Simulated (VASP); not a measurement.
# Ti in VASP: single point with PBEsol

Aim: the single point of Ti with PBEsol.

All numbers are computed with VASP 6.6.1; they aren't measurements. Logs are shortened: lines on timing, memory, paths and dates and some standing lists are left out, and cuts for length are marked.

## 1. The cell of the first run

The typed cell holds 2 atoms: a = 2.900 Å, b = 2.900 Å, c = 4.595 Å, α = 90.00°, β = 90.00°, γ = 120.00°.

## 2. Single point, PBEsol

Contents of INCAR:

```
SYSTEM = Ti
PREC = Accurate ; ENCUT = 520
EDIFF = 1E-6 ; ISMEAR = 0
SIGMA = 0.15 ; LREAL = .FALSE.
LASPH = .TRUE. ; NELM = 60
ALGO = Fast ; ISIF = 2
LWAVE = .FALSE. ; LCHARG = .FALSE.
GGA = PS ; NBANDS = 19
```

Contents of KPOINTS:

```
Automatic mesh
0
G
  12 12 8
  0 0 0
```

Contents of POSCAR:

```
Ti
1.0
    2.9001785617      0.0001387746      0.0000066798
   -1.4499690985      2.5114139449     -0.0000064665
    0.0000105732     -0.0000057145      4.5948076451
Ti
2
Direct
    0.3332188914      0.6666114700      0.2499891118
    0.6667811086      0.3333885300      0.7500108882
```

Potentials or basis: VASP PAW PBE potentials, release 64 (Ti_sv).

Command:

```sh
> cat potpaw_PBE.64/Ti_sv/POTCAR > POTCAR
> mpirun -np 1 vasp_std > vasp.out
```

OUTCAR:

```text
SYSTEM = Ti
   PREC = Accurate
   ENCUT = 520
   EDIFF = 1E-6
   ISMEAR = 0
   LREAL = .FALSE.
   LASPH = .TRUE.
   NELM = 60
   ISIF = 2
   GGA = PS

 ion  position               nearest neighbor table
   1  0.333  0.667  0.250-   2 2.84   2 2.84   2 2.84   2 2.84   2 2.84   2 2.84
   2  0.667  0.333  0.750-   1 2.84   1 2.84   1 2.84   1 2.84   1 2.84   1 2.84

  Warning from LATTYP: Monoclinic adjustment (A1->A3, A2->A1, A3->A2)!
  LATTYP: Found a base centered orthorhombic cell.
 ALAT       =     2.8999328250
 B/A-ratio  =     1.7322443643
 C/A-ratio  =     1.5844531313

  Lattice vectors:

 A1 = (   1.4502094632,   2.5115527195,   0.0000002133)
 A2 = (  -2.9001785617,  -0.0001387746,  -0.0000066798)
 A3 = (   0.0000105732,  -0.0000057145,   4.5948076451)

Analysis of symmetry for initial positions (statically):
=====================================================================
 Subroutine PRICEL returns:
 Original cell was already a primitive cell.

 Routine SETGRP: Setting up the symmetry group for a
 base centered orthorhombic supercell.

 Subroutine GETGRP returns: Found  4 space group operations
 (whereof  4 operations were pure point group operations)
 out of a pool of  8 trial point group operations.

The static configuration has the point symmetry C_2h.

Analysis of symmetry for dynamics (positions and initial velocities):
=====================================================================
 Subroutine PRICEL returns:
 Original cell was already a primitive cell.

 Routine SETGRP: Setting up the symmetry group for a
 base centered orthorhombic supercell.

 Subroutine GETGRP returns: Found  4 space group operations
 (whereof  4 operations were pure point group operations)
 out of a pool of  8 trial point group operations.

The dynamic configuration has the point symmetry C_2h.

 Subroutine INISYM returns: Found  4 space group operations
 (whereof  4 operations are pure point group operations),
 and found     1 'primitive' translations

----------------------------------------------------------------------------------------

                                     Primitive cell

  volume of cell :      33.4674

  direct lattice vectors                    reciprocal lattice vectors
     2.900178562  0.000138775  0.000006680     0.344796830  0.199069034 -0.000000546
    -1.449969098  2.511413945 -0.000006466    -0.000019053  0.398171069  0.000000495
     0.000010573 -0.000005715  4.594807645    -0.000000501  0.000000271  0.217636967

  length of vectors
     2.900178565  2.899932825  4.594807645     0.398137331  0.398171069  0.217636967

  position of ions in fractional coordinates (direct lattice)
     0.333218891  0.666611470  0.249989112
     0.666781109  0.333388530  0.750010888

  ion indices of the primitive-cell ions
   primitive index   ion index
                 1           1
                 2           2

----------------------------------------------------------------------------------------

 KPOINTS: Automatic mesh

Automatic generation of k-mesh.
 Grid dimensions read from file:
 generate k-points for:   12   12    8

 Generating k-lattice:

  Cartesian coordinates                     Fractional coordinates (reciprocal lattice)
     0.028733069  0.016589086 -0.000000045     0.083333333 -0.000000000 -0.000000000
    -0.000001588  0.033180922  0.000000041    -0.000000000  0.083333333  0.000000000
    -0.000000063  0.000000034  0.027204621    -0.000000000  0.000000000  0.125000000

  Length of vectors
     0.033178111  0.033180922  0.027204621

  Shift w.r.t. Gamma in fractional coordinates (k-lattice)
     0.000000000  0.000000000  0.000000000

 Subroutine IBZKPT returns following result:
 ===========================================

 Found    320 irreducible k-points:

 Following reciprocal coordinates:
            Coordinates               Weight
  0.000000  0.000000  0.000000      1.000000
  0.083333  0.000000 -0.000000      2.000000
  0.166667  0.000000 -0.000000      2.000000
  0.250000 -0.000000  0.000000      2.000000
  0.333333  0.000000  0.000000      2.000000
  0.416667  0.000000  0.000000      2.000000
[... 16 lines left out ...]
  0.166667  0.250000  0.000000      4.000000
  0.250000  0.250000  0.000000      4.000000
 [... further k-points ...]
   k-points           NKPTS =    320   k-points in BZ     NKDIM =    320   number of bands    NBANDS=     19
   number of dos      NEDOS =    301   number of ions     NIONS =      2
   total plane-waves  NPLWV =  20736
   dimension x,y,z NGX =    24 NGY =   24 NGZ =   36
   dimension x,y,z NGXF=    48 NGYF=   48 NGZF=   72
   ions per type =               2
   NGX,Y,Z   is equivalent  to a cutoff of  13.76, 13.76, 13.03 a.u.
   NGXF,Y,Z  is equivalent  to a cutoff of  27.51, 27.52, 26.05 a.u.
 SYSTEM =  Ti
   PREC   = accura    normal or accurate (medium, high low for compatibility)
   ISTART =      0    job   : 0-new  1-cont  2-samecut
   ICHARG =      2    charge: 1-file 2-atom 10-const
   ISPIN  =      1    spin polarized calculation?
   LNONCOLLINEAR =      F non collinear calculations
   LSORBIT =      F    spin-orbit coupling
   LASPH  =      T    aspherical Exc in radial PAW
   ENCUT  =  520.0 eV  38.22 Ry    6.18 a.u.   5.39  5.39  8.54*2*pi/ulx,y,z
   NELM   =     60;   NELMIN=  2; NELMDL= -5     # of ELM steps
   EDIFF  = 0.1E-05   stopping-criterion for ELM
   LREAL  =      F    real-space projection
   EDIFFG = 0.1E-04   stopping-criterion for IOM
   NSW    =      0    number of steps for IOM
   IBRION =     -1    ionic relax: 0-MD 1-quasi-New 2-CG
   NFREE  =      0    steps in history (QN), initial steepest desc. (CG)
   ISIF   =      2    stress and relaxation
   ISYM   =      2    0-nonsym 1-usesym 2-fastsym
   POTIM  = 0.5000    time-step for ionic-motion
   TEBEG  =    0.0;   TEEND  =   0.0 temperature during run
   PSTRESS=    0.0 pullay stress
   NELECT =      24.0000    total number of electrons
   NUPDOWN=      -1.0000    fix difference up-down
   EMIN   =  10.00;   EMAX   =-10.00  energy-range for DOS
   EFERMI =   0.00;   METHOD = LEGACY
   ISMEAR =     0;   SIGMA  =   0.15  broadening in eV -4-tet -1-fermi 0-gaus
   EFERMI_NEDOS =   21; number of points for ismear=-14 and -15
   IALGO  =     68    algorithm
   IMIX   =      4    mixing-type and parameters
     AMIX     =   0.40;   BMIX     =  1.00
     AMIX_MAG =   1.60;   BMIX_MAG =  1.00
  volume/ion in A,a.u.               =      16.73       112.92
  Fermi-wavevector in a.u.,A,eV,Ry     =   1.465338  2.769087 29.214637  2.147215
  Thomas-Fermi vector in A             =   2.581207
   LORBIT       =      0    0 simple, 1 ext, 2 COOP (PROOUT), +10 PAW based schemes
   GGA     = PS    functional components
   LHFCALC =     F    Hartree Fock is set to
   AEXX    =    0.0000 exact exchange contribution
   IVDW    =     0    specifies the selected vdW correction
   LEPSILON=     F    determine dielectric tensor
   LRPA    =     F    only Hartree local field effects (RPA)
 non-spin polarized calculation
 RMM-DIIS sequential band-by-band and
 Gauss-broadening in eV      SIGMA  =   0.15
  energy-cutoff  :      520.00
  volume of cell :       33.47
 maximum number of plane-waves:       929
 NGX is ok and might be reduce to    24
   NGX = 11   NGY = 11   NGZ = 17

 number of electron      24.0000001 magnetization

 Free energy of the ion-electron system (eV)
  ---------------------------------------------------
  ext. energy  EPLUGINS =         0.00000000
  ---------------------------------------------------
  free energy    TOTEN  =       -16.68970591 eV

  energy without entropy =      -16.66633926  energy(sigma->0) =      -16.67802258

 E-fermi :   8.6071     XC(G=0): -11.8146

 val. band max:        8.6021910245   @ k =   0.0000   0.0000   0.3750
 cond. band min:       8.6103452050   @ k =   0.3333   0.1667   0.3750
 fundamental gap:      0.0081541805
 Fermi energy:         8.6070688104

 k-point     1 :       0.0000    0.0000    0.0000
  band No.  band energies     occupation
      1     -47.9604      2.00000
      2     -47.7983      2.00000
      3     -24.6957      2.00000
      4     -23.9680      2.00000
      5     -23.9677      2.00000
      6     -23.8859      2.00000
[... 11 lines left out ...]
     18      10.2939      0.00000
     19      11.9119      0.00000

 k-point     2 :       0.0833    0.0000   -0.0000
  band No.  band energies     occupation
      1     -47.9523      2.00000
      2     -47.7951      2.00000
      3     -24.6782      2.00000
      4     -24.0038      2.00000
      5     -23.9796      2.00000
      6     -23.8933      2.00000
[... 11 lines left out ...]
     18      10.1801      0.00000
     19      11.9720      0.00000

 k-point     3 :       0.1667    0.0000   -0.0000
  band No.  band energies     occupation
      1     -47.9298      2.00000
      2     -47.7868      2.00000
      3     -24.6284      2.00000
      4     -24.1022      2.00000
      5     -24.0111      2.00000
      6     -23.9907      2.00000
[... 11 lines left out ...]
     18      10.4226      0.00000
     19      12.1002      0.00000

 k-point     4 :       0.2500   -0.0000    0.0000
  band No.  band energies     occupation
      1     -47.8975      2.00000
      2     -47.7768      2.00000
      3     -24.5534      2.00000
      4     -24.2380      2.00000
      5     -24.1217      2.00000
      6     -24.0523      2.00000
[... 407 lines left out ...]
     18      11.5296      0.00000
     19      12.2277      0.00000

 k-point    23 :       0.1667    0.2500    0.0000
  band No.  band energies     occupation
      1     -47.8486      2.00000
      2     -47.7675      2.00000
      3     -24.4283      2.00000
      4     -24.3558      2.00000
      5     -24.2954      2.00000
      6     -24.1134      2.00000
[... 11 lines left out ...]
     18      12.1803      0.00000
     19      12.2960      0.00000

 k-point    24 :       0.2500    0.2500    0.0000
  band No.  band energies     occupation
      1     -47.8214      2.00000
      2     -47.7677      2.00000
      3     -24.3963      2.00000
      4     -24.3479      2.00000
      5     -24.3324      2.00000
      6     -24.1731      2.00000
[... 11 lines left out ...]
     18      12.1290      0.00000
     19      13.1151      0.00000

 [... further k-points ...]

------------------------ aborting loop because EDIFF is reached ----------------------------------------

  FORCE on cell =-STRESS in cart. coord.  units (eV):
  Direction    XX          YY          ZZ          XY          YZ          ZX
  --------------------------------------------------------------------------------------
  -------------------------------------------------------------------------------------
  Total       -0.1008510     -0.1009539     -0.1010480      0.0000896     -0.0000280     -0.0000502
  in kB       -4.8280111     -4.8329385     -4.8374440      0.0042879     -0.0013398     -0.0024038
  external PRESSURE =      -4.8327979 kB  Pullay stress =       0.0000000 kB

 VOLUME and BASIS-vectors are now :
 -----------------------------------------------------------------------------
  energy-cutoff  :      520.00
  volume of cell :       33.47
      direct lattice vectors                 reciprocal lattice vectors
     2.900178562  0.000138775  0.000006680     0.344796830  0.199069034 -0.000000546
    -1.449969098  2.511413945 -0.000006466    -0.000019053  0.398171069  0.000000495
     0.000010573 -0.000005715  4.594807645    -0.000000501  0.000000271  0.217636967

 POSITION                                       TOTAL-FORCE (eV/Angst)
 -----------------------------------------------------------------------------------
     -0.00017      1.67418      1.14865         0.000437      0.000252      0.000316
      1.45039      0.83736      3.44616        -0.000437     -0.000252     -0.000316
 -----------------------------------------------------------------------------------
    total drift:                               -0.000000      0.000000      0.000000

  FREE ENERGIE OF THE ION-ELECTRON SYSTEM (eV)
  ---------------------------------------------------
  free  energy   TOTEN  =       -16.6897059067 eV

  energy  without entropy=      -16.6663392614  energy(sigma->0) =      -16.67802258
```

It took 7 min on 1 thread of Intel Xeon Platinum 8488C (Sapphire Rapids), shared host; peak memory 0.28 GiB.

What came out:

```yaml
Free_energy: -16.6897 eV
Pressure: -0.5 GPa
Band_gap_on_the_k_mesh: zero (bands 12 and 13 overlap by 1.00 eV)
```

Caveat: the PAW data sets were made with another functional, which shifts forces and pressure a little.
